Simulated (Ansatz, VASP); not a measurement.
## One calculation of MgO, two programs

The input INCAR:

```
  PREC = Accurate
  ENCUT = 600
  EDIFF = 1E-7
  ISMEAR = 0
  SIGMA = 0.01
  LREAL = False
  LASPH = True
  NELM = 120
  ALGO = Normal
  ISIF = 3
  LWAVE = False
  LCHARG = False
  GGA = CA
  IBRION = 2
  NSW = 80
  EDIFFG = -0.001
  GGA_COMPAT = False
  NELMIN = 4
```

KPOINTS

```
regular mesh
0
Gamma
  10 10 10
```

Contents of POSCAR:

```
MgO
1.0
    0.0000000000      2.0796058485      2.0796058485
    2.0796058485      0.0000000000      2.0796058485
    2.0796058485      2.0796058485      0.0000000000
Mg O
1 1
Direct
    0.0000000000      0.0000000000      0.0000000000
    0.5000000000      0.5000000000      0.5000000000
```

Input for Ansatz:

```yaml
crystal:
  lattice:
    - [0.0, 2.0796058485, 2.0796058485]
    - [2.0796058485, 0.0, 2.0796058485]
    - [2.0796058485, 2.0796058485, 0.0]
  atoms:
    - { symbol: Mg, position: [0.0, 0.0, 0.0] }
    - { symbol: O, position: [0.5, 0.5, 0.5] }
basis:
  ecutwfc: 420
kpoints:
  mp_grid: { grid: [10, 10, 10] }
hamiltonian:
  xc: lda
scf:
  occupations: { method: fixed }
output:
  forces: true
  stress: true
  eigenvalues: true
relax:
  adjacent_minimum: "off"
  f_tol: 0.001
  max_steps: 60
  cell: { stress_tol: 0.01 }
```

Alike in both runs: task relaxation of cell and atoms; functional LDA; k mesh 10 × 10 × 10; no spin polarisation.

```csv
,VASP,Ansatz
version,VASP 6.6.1,Ansatz 0.2.0
potentials or method,"VASP PAW LDA potentials, release 64 (Mg, O), cutoff 600 eV","scalar-relativistic, plane waves, PAW"
occupations,"gaussian, width 0.01 eV",fixed
valence electrons in the cell,8,16
```

|  | VASP | Ansatz | Ansatz less VASP |
| --- | --- | --- | --- |
| gap on the k mesh at the Fermi level, each at its own relaxed structure (eV) | 5.15 | 5.03 | -0.117 |
| relaxed volume (Å³/atom) | 8.89 | 8.99 | +0.100 |
| relaxed cell length with the largest relative difference (Å) | 2.930 | 2.941 | +0.0109 |

LDA's correlation is that of Perdew and Zunger in VASP and of Perdew and Wang (1992) in Ansatz. VASP's potentials hold 8 valence electrons a cell and Ansatz's 16, so a difference there can come from the potentials and not from the codes.
